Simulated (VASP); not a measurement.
A run of VASP 6.6.1 is set up as follows.

INCAR

```
PREC = Accurate
ENCUT = 600
EDIFF = 1E-7
ISMEAR = -1
SIGMA = 0.05
LREAL = F
LASPH = T
NELM = 60
ALGO = Normal
ISIF = 3
LWAVE = F
LCHARG = F
GGA = PE
IBRION = 2
NSW = 80
EDIFFG = -0.01
```

File KPOINTS:

```
regular mesh
0
Gamma
  8 8 8
```

The input POSCAR:

```
Tc
1.0
    2.5100000000      0.0000000000      0.0000000000
    0.0000000000      2.5100000000      0.0000000000
    0.0000000000      0.0000000000      2.5100000000
Tc
1
Direct
    0.0000000000      0.0000000000      0.0000000000
```

Potentials or basis: VASP PAW PBE potentials, release 64 (Tc_pv).

Launch:

```console
$ cat potpaw_PBE.64/Tc_pv/POTCAR > POTCAR
$ mpirun -np 1 vasp_std > vasp.out
```

Estimate the relaxed volume.

16.23 Å³/atom.

What does it give for the space group after relaxing (to 0.05 Å)?

Pm-3m (No. 221).

What does it give for the relaxed cell?

a = 2.532 Å, b = 2.532 Å, c = 2.532 Å, α = 90.00°, β = 90.00°, γ = 90.00°.

Final structure:
```cif
data_structure
_symmetry_space_group_name_H-M 'P 1'
_symmetry_Int_Tables_number 1
_cell_length_a 2.5319
_cell_length_b 2.5319
_cell_length_c 2.5319
_cell_angle_alpha 90.000
_cell_angle_beta 90.000
_cell_angle_gamma 90.000
_cell_volume 16.23
loop_
_atom_site_label
_atom_site_type_symbol
_atom_site_fract_x
_atom_site_fract_y
_atom_site_fract_z
_atom_site_occupancy
Tc1 Tc 0.00000 0.00000 0.00000 1
```
